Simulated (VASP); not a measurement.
**Sr: relaxation of cell and atoms with PBE**

The system is Sr.

```
Sr
1.0
     0.00000    2.99904    2.99904
     2.99904    0.00000    2.99904
     2.99904    2.99904    0.00000
Sr
1
Cartesian
  0.0000 0.0000 0.0000
```

```yaml
Program: VASP 6.6.1
Task: relaxation of cell and atoms
Functional: PBE
Potentials_or_basis: VASP PAW PBE potentials, release 64 (Sr_sv)
Cutoff: 600 eV
k_mesh: 12 × 12 × 12
Occupations: gaussian, width 0.1 eV
Spin: no spin polarisation
Dipole_correction: no
Further_INCAR_settings: ALGO = Normal; EDIFF = 1e-07; IBRION = 2; EDIFFG = -0.01; NSW = 80; ISIF = 3
```

| Quantity | Value |
| --- | --- |
| Relaxed volume | 54.83 Å³/atom |
| Relaxed cell | a = 4.264 Å, b = 4.264 Å, c = 4.264 Å, α = 60.00°, β = 60.00°, γ = 60.00° |
| Space group after relaxing (to 0.05 Å) | Fm-3m (No. 225) |
| Energy gained by relaxing | 0.5 meV/atom |
| Ionic steps | 3 |
| Pressure after relaxing | 0.0 GPa |
| Band gap on the k mesh | zero (band 5 reaches 1.66 eV, above the bottom of band 6 at 1.60 eV) |

Step by step:
```csv
step,energy change (eV),largest force (eV/Å),pressure (GPa),volume (Å³)
1,0.0000,0.0000,0.18,53.95
2,-0.0004,0.0000,0.08,54.43
3,-0.0005,0.0000,-0.01,54.83
```

Final structure:
```yaml
crystal:
  lattice:
    - [0.00000, 3.01521, 3.01521]
    - [3.01521, 0.00000, 3.01521]
    - [3.01521, 3.01521, 0.00000]
  atoms:
    - { symbol: Sr, position: [0.00000, 0.00000, 0.00000] }
```

Levels at points of the mesh, in eV from the Fermi level:
| k point | band 1 | band 2 | band 3 | band 4 | band 5 | band 6 | band 7 | band 8 | band 9 |
| --- | --- | --- | --- | --- | --- | --- | --- | --- | --- |
| (0.00, 0.00, 0.00) | -36.61 | -18.50 | -18.50 | -18.50 | -3.65 | 2.35 | 2.35 | 2.35 | 3.82 |
| (0.50, 0.00, 0.00) | -36.60 | -18.70 | -18.53 | -18.53 | -1.12 | 0.07 | 2.19 | 2.19 | 4.86 |
| (0.50, 0.50, 0.00) | -36.59 | -18.68 | -18.57 | -18.57 | -0.64 | 0.34 | 1.06 | 4.87 | 5.17 |

It took 120 s on 1 thread of Intel Xeon 8259CL, on a shared host, peak memory 0.23 GiB.

PBE usually gives volumes a little too large and moduli too small. Zero-point motion and thermal expansion aren't in these numbers.
